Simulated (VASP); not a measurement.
Write the native input for VASP 6.6.1 that does the following.

```
Task                   : single point
Functional             : r2SCAN
Potentials or basis    : VASP PAW PBE potentials, release 64 (Nb_sv, P)
Cutoff                 : 520 eV
k mesh                 : 10 × 10 × 10
Occupations            : fermi-dirac, width 0.02 eV
Spin                   : no spin polarisation
Dipole correction      : no
Further INCAR settings : ALGO = Normal; EDIFF = 1e-06; NBANDS = 26
```

NbP:

```
Nb P
1.0
    -1.66918    1.66918    5.73202
     1.66918   -1.66918    5.73202
     1.66918    1.66918   -5.73202
Nb P
2 2
Direct
  0.74982 0.74982 0.00000
  0.49982 0.99982 0.50000
  0.33281 0.33281 0.00000
  0.08281 0.58281 0.50000
```

The input as run:

POSCAR

```
NbP
1.0
   -1.6691837344      1.6691837344      5.7320230773
    1.6691837344     -1.6691837344      5.7320230773
    1.6691837344      1.6691837344     -5.7320230773
Nb P
2 2
Direct
    0.7498223610      0.7498223610      0.0000000000
    0.4998223610      0.9998223610      0.5000000000
    0.3328062140      0.3328062140      0.0000000000
    0.0828062140      0.5828062140      0.5000000000
```

INCAR.step1

```
SYSTEM = NbP
  ALGO = Normal
  EDIFF = 1E-4
  ENCUT = 520
  GGA = PE
  ISMEAR = -1
  LASPH = .TRUE.
  LCHARG = .FALSE.
  LREAL = .FALSE.
  LWAVE = .TRUE.
  NBANDS = 26
  NELM = 80
  PREC = Accurate
  SIGMA = 0.02
```

INCAR.step2

```
SYSTEM = NbP
  ALGO = Normal
  EDIFF = 1E-6
  ENCUT = 520
  ISIF = 2
  ISMEAR = -1
  ISTART = 1
  LASPH = .TRUE.
  LCHARG = .FALSE.
  LMIXTAU = .TRUE.
  LREAL = .FALSE.
  LWAVE = .FALSE.
  METAGGA = R2SCAN
  NBANDS = 26
  NELM = 80
  PREC = Accurate
  SIGMA = 0.02
```

KPOINTS

```
k-points
0
G
  10 10 10
  0 0 0
```

Potentials or basis: VASP PAW PBE potentials, release 64 (Nb_sv, P).

Run with:

```bash
$ cat potpaw_PBE.64/Nb_sv/POTCAR potpaw_PBE.64/P/POTCAR > POTCAR
$ cp INCAR.step1 INCAR
$ mpirun -np 1 vasp_std > vasp.out
$ cp INCAR.step2 INCAR
$ mpirun -np 1 vasp_std > vasp.out
```

Results of the run:

The pressure is -0.4 GPa and the band gap on the k mesh is zero (bands 18 and 19 overlap by 0.13 eV).

Caveat: the PAW data sets were made with another functional, which shifts forces and pressure a little.

Run time: 27 min on 1 thread of Intel(R) Xeon(R) Platinum 8488C (Sapphire Rapids), on a shared host, peak memory 0.44 GiB.
